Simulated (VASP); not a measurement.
# SiC (F-43m) in VASP: a series of runs

Runs on SiC. Level: PBEsol. Tasks: single point.

All numbers are computed with VASP 6.6.1; they aren't measurements. Logs are shortened: lines on timing, memory, paths and dates and some standing lists are left out, and cuts for length are marked.

**What was measured.**

“Insight into the structural, elastic and electronic properties of a new orthorhombic 6O-SiC polytype”, 2020, pmc:7200658 quotes, for a bulk crystal of SiC: band gap 2.4 eV (indirect).

The results are compared with them further down.

### 1 The cell of the first run

The structure is cubic, space group F-43m (No. 216). Conventional cell: a = 4.344 Å, b = 4.344 Å, c = 4.344 Å, α = 90.00°, β = 90.00°, γ = 90.00°. Within 2.5 Å of Si (site symmetry -43m) lie 4 C at 1.88 Å. Within 2.5 Å of C (site symmetry -43m) lie 4 Si at 1.88 Å.

### 2 Single point, PBEsol

Input file INCAR:

```
  PREC = Accurate
  ENCUT = 520
  EDIFF = 1E-7
  ISMEAR = 0
  SIGMA = 0.01
  LREAL = False
  LASPH = True
  NELM = 60
  ALGO = Normal
  ISIF = 2
  LWAVE = False
  LCHARG = False
  GGA = PS
  NBANDS = 11
```

Input file KPOINTS:

```
Automatic mesh
0
Gamma
  10 10 10
```

Input file POSCAR:

```
SiC
1.0
    2.1720359166      2.1720359166      0.0000000000
   -2.1720359166      2.1720359166      0.0000000000
    0.0000000000      2.1720359166      2.1720359166
Si C
1 1
Direct
    0.0000000000      0.0000000000      0.0000000000
    0.7500000000      0.2500000000      0.5000000000
```

Potentials or basis: VASP PAW PBE potentials, release 64 (Si, C).

Started as:

```console
$ cat potpaw_PBE.64/Si/POTCAR potpaw_PBE.64/C/POTCAR > POTCAR
$ mpirun -np 1 vasp_std > vasp.out
```

OUTCAR:

```text
PREC = Accurate
   ENCUT = 520
   EDIFF = 1E-7
   ISMEAR = 0
   LREAL = False
   LASPH = True
   NELM = 60
   ISIF = 2
   GGA = PS

 ion  position               nearest neighbor table
   1  0.000  0.000  0.000-   2 1.88   2 1.88   2 1.88   2 1.88
   2  0.750  0.250  0.500-   1 1.88   1 1.88   1 1.88   1 1.88

  LATTYP: Found a face centered cubic cell.
 ALAT       =     4.3440718332

  Lattice vectors:

 A1 = (   0.0000000000,   2.1720359166,   2.1720359166)
 A2 = (   2.1720359166,   0.0000000000,   2.1720359166)
 A3 = (   2.1720359166,   2.1720359166,   0.0000000000)

Analysis of symmetry for initial positions (statically):
=====================================================================
 Subroutine PRICEL returns:
 Original cell was already a primitive cell.

 Routine SETGRP: Setting up the symmetry group for a
 face centered cubic supercell.

 Subroutine GETGRP returns: Found 24 space group operations
 (whereof 24 operations were pure point group operations)
 out of a pool of 48 trial point group operations.

The static configuration has the point symmetry T_d .

Analysis of symmetry for dynamics (positions and initial velocities):
=====================================================================
 Subroutine PRICEL returns:
 Original cell was already a primitive cell.

 Routine SETGRP: Setting up the symmetry group for a
 face centered cubic supercell.

 Subroutine GETGRP returns: Found 24 space group operations
 (whereof 24 operations were pure point group operations)
 out of a pool of 48 trial point group operations.

The dynamic configuration has the point symmetry T_d .

 Subroutine INISYM returns: Found 24 space group operations
 (whereof 24 operations are pure point group operations),
 and found     1 'primitive' translations

----------------------------------------------------------------------------------------

                                     Primitive cell

  volume of cell :      20.4942

  direct lattice vectors                    reciprocal lattice vectors
     2.172035917  2.172035917  0.000000000     0.230198772  0.230198772 -0.230198772
    -2.172035917  2.172035917  0.000000000    -0.230198772  0.230198772 -0.230198772
     0.000000000  2.172035917  2.172035917     0.000000000  0.000000000  0.460397543

  length of vectors
     3.071722651  3.071722651  3.071722651     0.398715968  0.398715968  0.460397543

  position of ions in fractional coordinates (direct lattice)
     0.000000000  0.000000000  0.000000000
     0.750000000  0.250000000  0.500000000

  ion indices of the primitive-cell ions
   primitive index   ion index
                 1           1
                 2           2

----------------------------------------------------------------------------------------

 KPOINTS: Automatic mesh

Automatic generation of k-mesh.
 Grid dimensions read from file:
 generate k-points for:   10   10   10

 Generating k-lattice:

  Cartesian coordinates                     Fractional coordinates (reciprocal lattice)
     0.023019877  0.023019877 -0.023019877     0.100000000  0.000000000  0.000000000
    -0.023019877  0.023019877 -0.023019877     0.000000000  0.100000000  0.000000000
     0.000000000  0.000000000  0.046039754     0.000000000  0.000000000  0.100000000

  Length of vectors
     0.039871597  0.039871597  0.046039754

  Shift w.r.t. Gamma in fractional coordinates (k-lattice)
     0.000000000  0.000000000  0.000000000

 Subroutine IBZKPT returns following result:
 ===========================================

 Found     47 irreducible k-points:

 Following reciprocal coordinates:
            Coordinates               Weight
  0.000000  0.000000  0.000000      1.000000
  0.100000  0.000000  0.000000      8.000000
  0.200000  0.000000  0.000000      8.000000
  0.300000  0.000000  0.000000      8.000000
  0.400000  0.000000  0.000000      8.000000
  0.500000  0.000000  0.000000      4.000000
[... 16 lines left out ...]
  0.300000  0.300000  0.000000     12.000000
  0.400000  0.300000  0.000000     24.000000
 [... further k-points ...]
   k-points           NKPTS =     47   k-points in BZ     NKDIM =     47   number of bands    NBANDS=     11
   number of dos      NEDOS =    301   number of ions     NIONS =      2
   total plane-waves  NPLWV =  13824
   dimension x,y,z NGX =    24 NGY =   24 NGZ =   24
   dimension x,y,z NGXF=    48 NGYF=   48 NGZF=   48
   ions per type =               1   1
   NGX,Y,Z   is equivalent  to a cutoff of  12.99, 12.99, 12.99 a.u.
   NGXF,Y,Z  is equivalent  to a cutoff of  25.98, 25.98, 25.98 a.u.
 SYSTEM =  unknown system
   PREC   = accura    normal or accurate (medium, high low for compatibility)
   ISTART =      0    job   : 0-new  1-cont  2-samecut
   ICHARG =      2    charge: 1-file 2-atom 10-const
   ISPIN  =      1    spin polarized calculation?
   LNONCOLLINEAR =      F non collinear calculations
   LSORBIT =      F    spin-orbit coupling
   LASPH  =      T    aspherical Exc in radial PAW
   ENCUT  =  520.0 eV  38.22 Ry    6.18 a.u.   5.71  5.71  5.71*2*pi/ulx,y,z
   NELM   =     60;   NELMIN=  2; NELMDL= -5     # of ELM steps
   EDIFF  = 0.1E-06   stopping-criterion for ELM
   LREAL  =      F    real-space projection
   EDIFFG = 0.1E-05   stopping-criterion for IOM
   NSW    =      0    number of steps for IOM
   IBRION =     -1    ionic relax: 0-MD 1-quasi-New 2-CG
   NFREE  =      0    steps in history (QN), initial steepest desc. (CG)
   ISIF   =      2    stress and relaxation
   ISYM   =      2    0-nonsym 1-usesym 2-fastsym
   POTIM  = 0.5000    time-step for ionic-motion
   TEBEG  =    0.0;   TEEND  =   0.0 temperature during run
   PSTRESS=    0.0 pullay stress
   NELECT =       8.0000    total number of electrons
   NUPDOWN=      -1.0000    fix difference up-down
   EMIN   =  10.00;   EMAX   =-10.00  energy-range for DOS
   EFERMI =   0.00;   METHOD = LEGACY
   ISMEAR =     0;   SIGMA  =   0.01  broadening in eV -4-tet -1-fermi 0-gaus
   EFERMI_NEDOS =   21; number of points for ismear=-14 and -15
   IALGO  =     38    algorithm
   IMIX   =      4    mixing-type and parameters
     AMIX     =   0.40;   BMIX     =  1.00
     AMIX_MAG =   1.60;   BMIX_MAG =  1.00
  volume/ion in A,a.u.               =      10.25        69.15
  Fermi-wavevector in a.u.,A,eV,Ry     =   1.196450  2.260962 19.476634  1.431492
  Thomas-Fermi vector in A             =   2.332390
   LORBIT       =      0    0 simple, 1 ext, 2 COOP (PROOUT), +10 PAW based schemes
   GGA     = PS    functional components
   LHFCALC =     F    Hartree Fock is set to
   AEXX    =    0.0000 exact exchange contribution
   IVDW    =     0    specifies the selected vdW correction
   LEPSILON=     F    determine dielectric tensor
   LRPA    =     F    only Hartree local field effects (RPA)
 non-spin polarized calculation
 Gauss-broadening in eV      SIGMA  =   0.01
  energy-cutoff  :      520.00
  volume of cell :       20.49
 maximum number of plane-waves:       568
   NGX = 11   NGY = 11   NGZ = 11

 number of electron       8.0000001 magnetization

 Free energy of the ion-electron system (eV)
  ---------------------------------------------------
  ext. energy  EPLUGINS =         0.00000000
  ---------------------------------------------------
  free energy    TOTEN  =       -15.91339321 eV

  energy without entropy =      -15.91339321  energy(sigma->0) =      -15.91339321

 E-fermi :   8.2216     XC(G=0): -11.5463

 val. band max:        8.1648094498   @ k =   0.0000   0.0000   0.0000
 cond. band min:       9.3898117179   @ k =   0.5000   0.5000   0.0000
 fundamental gap:      1.2250022681
 Fermi energy:         8.2215508461

 k-point     1 :       0.0000    0.0000    0.0000
  band No.  band energies     occupation
      1      -7.3352      2.00000
      2       8.1648      2.00000
      3       8.1648      2.00000
      4       8.1648      2.00000
      5      14.4637      0.00000
      6      15.4737      0.00000
      7      15.4737      0.00000
      8      15.4737      0.00000
      9      22.6774      0.00000
     10      22.6774      0.00000
     11      24.5763      0.00000

 k-point     2 :       0.1000    0.0000    0.0000
  band No.  band energies     occupation
      1      -7.1375      2.00000
      2       7.1484      2.00000
      3       8.0298      2.00000
      4       8.0298      2.00000
      5      14.7000      0.00000
      6      15.7193      0.00000
      7      15.7193      0.00000
      8      15.7684      0.00000
      9      21.6935      0.00000
     10      21.6935      0.00000
     11      24.3188      0.00000

 k-point     3 :       0.2000    0.0000    0.0000
  band No.  band energies     occupation
      1      -6.5529      2.00000
      2       5.0089      2.00000
      3       7.7204      2.00000
      4       7.7204      2.00000
      5      14.3899      0.00000
      6      16.0742      0.00000
      7      16.0742      0.00000
      8      16.9726      0.00000
      9      21.0171      0.00000
     10      21.0171      0.00000
     11      23.4311      0.00000

 k-point     4 :       0.3000    0.0000    0.0000
  band No.  band energies     occupation
      1      -5.6156      2.00000
      2       2.6705      2.00000
      3       7.4026      2.00000
      4       7.4026      2.00000
      5      13.9814      0.00000
      6      15.9129      0.00000
      7      15.9129      0.00000
      8      17.9030      0.00000
      9      21.8591      0.00000
     10      21.8591      0.00000
     11      23.1940      0.00000
[... 239 lines left out ...]
 k-point    22 :      -0.2000    0.2000    0.0000
  band No.  band energies     occupation
      1      -6.2913      2.00000
      2       5.7807      2.00000
      3       6.6968      2.00000
      4       6.6968      2.00000
      5      13.0800      0.00000
      6      15.2222      0.00000
      7      17.8278      0.00000
      8      17.8278      0.00000
      9      18.9997      0.00000
     10      23.8524      0.00000
     11      27.4677      0.00000

 k-point    23 :       0.3000    0.3000    0.0000
  band No.  band energies     occupation
      1      -3.1963      2.00000
      2       1.3761      2.00000
      3       2.8153      2.00000
      4       6.3585      2.00000
      5      12.5419      0.00000
      6      17.5383      0.00000
      7      18.1520      0.00000
      8      19.0252      0.00000
      9      21.6494      0.00000
     10      21.9418      0.00000
     11      29.1482      0.00000

 k-point    24 :       0.4000    0.3000    0.0000
  band No.  band energies     occupation
      1      -2.5374      2.00000
      2       0.7514      2.00000
      3       2.8449      2.00000
      4       5.8274      2.00000
      5      11.6873      0.00000
      6      16.8473      0.00000
      7      19.0492      0.00000
      8      19.6270      0.00000
      9      21.4230      0.00000
     10      23.6460      0.00000
     11      29.6055      0.00000

 [... further k-points ...]
[... 5 lines left out ...]
  --------------------------------------------------------------------------------------
  -------------------------------------------------------------------------------------
  Total        0.2995436      0.2995436      0.2995436     -0.0000000     -0.0000000      0.0000000
  in kB       23.4174533     23.4174533     23.4174533     -0.0000000     -0.0000000      0.0000000
  external PRESSURE =      23.4174533 kB  Pullay stress =       0.0000000 kB

 VOLUME and BASIS-vectors are now :
 -----------------------------------------------------------------------------
  energy-cutoff  :      520.00
  volume of cell :       20.49
      direct lattice vectors                 reciprocal lattice vectors
     2.172035917  2.172035917  0.000000000     0.230198772  0.230198772 -0.230198772
    -2.172035917  2.172035917  0.000000000    -0.230198772  0.230198772 -0.230198772
     0.000000000  2.172035917  2.172035917     0.000000000  0.000000000  0.460397543

 POSITION                                       TOTAL-FORCE (eV/Angst)
 -----------------------------------------------------------------------------------
      0.00000      0.00000      0.00000        -0.000000      0.000000      0.000000
      1.08602      3.25805      1.08602         0.000000     -0.000000      0.000000
 -----------------------------------------------------------------------------------
    total drift:                                0.000000      0.000000     -0.000000

  FREE ENERGIE OF THE ION-ELECTRON SYSTEM (eV)
  ---------------------------------------------------
  free  energy   TOTEN  =       -15.9133932055 eV

  energy  without entropy=      -15.9133932055  energy(sigma->0) =      -15.91339321
```

Wall time 12 s (1 thread of Intel Xeon 6975P-C, shared host); peak memory 0.14 GiB.

What came out:

- Free energy: -15.9134 eV
- Pressure: 2.3 GPa
- Band gap on the k mesh: 1.23 eV, indirect (least direct gap 4.45 eV)

Levels at points of the mesh, in eV from the valence-band top:
```csv
k point,band 1,band 2,band 3,band 4,band 5,band 6,band 7,band 8
"(0.00, 0.00, 0.00)",-15.50,0.00,0.00,0.00,6.30,7.31,7.31,7.31
"(0.50, 0.00, 0.00)",-11.86,-8.65,-1.06,-1.06,5.46,7.18,7.18,9.97
"(0.50, 0.50, 0.00)",-10.39,-7.86,-3.23,-3.23,1.22,4.23,14.07,14.07
```

Caveat: the PAW data sets were made with another functional, which shifts forces and pressure a little.

### 3 Single point, PBEsol

Input file INCAR:

```
SYSTEM = SiC
  ALGO = Normal
  EDIFF = 1E-7
  ENCUT = 520
  GGA = PS
  ISIF = 2
  ISMEAR = 0
  LASPH = .TRUE.
  LCHARG = .TRUE.
  LELF = .TRUE.
  LREAL = .FALSE.
  LVHAR = .TRUE.
  LWAVE = .FALSE.
  NBANDS = 11
  NELM = 60
  PREC = Accurate
  SIGMA = 0.01
```

Input file KPOINTS:

```
k-points
0
G
  10 10 10
  0 0 0
```

POSCAR is that of step 2.

Potentials or basis: VASP PAW PBE potentials, release 64 (Si, C).

Started as:

```console
$ cat potpaw_PBE.64/Si/POTCAR potpaw_PBE.64/C/POTCAR > POTCAR
$ mpirun -np 1 vasp_std > vasp.out
```

Run time: 13 s. Hardware: 1 thread of Intel Xeon 6975P-C, shared host; peak memory 0.14 GiB.

It converged, with:

```yaml
Free_energy: -15.9134 eV
Pressure: 2.3 GPa
Band_gap_on_the_k_mesh: 1.23 eV, indirect (least direct gap 4.45 eV)
```

Levels at points of the mesh, in eV from the valence-band top:
```tsv
k point	band 2	band 3	band 4	band 5	band 6	band 7
(0.00, 0.00, 0.00)	0.00	0.00	0.00	6.30	7.31	7.31
(0.50, 0.00, 0.00)	-8.65	-1.06	-1.06	5.46	7.18	7.18
(0.50, 0.50, 0.00)	-7.86	-3.23	-3.23	1.22	4.23	14.07
```

Caveat: the PAW data sets were made with another functional, which shifts forces and pressure a little.

### 4 Comparison with measurements

Step 3. Against the measured gap of SiC, 2.4 eV (indirect; quoted in “Insight into the structural, elastic and electronic properties of a new orthorhombic 6O-SiC polytype”, 2020, pmc:7200658), the calculated 1.23 eV is off by -1.17 eV. The value is that of PBEsol on a finite k mesh, which can miss the band edges, without temperature or zero-point motion. Semilocal functionals fall short of measured gaps as a rule.
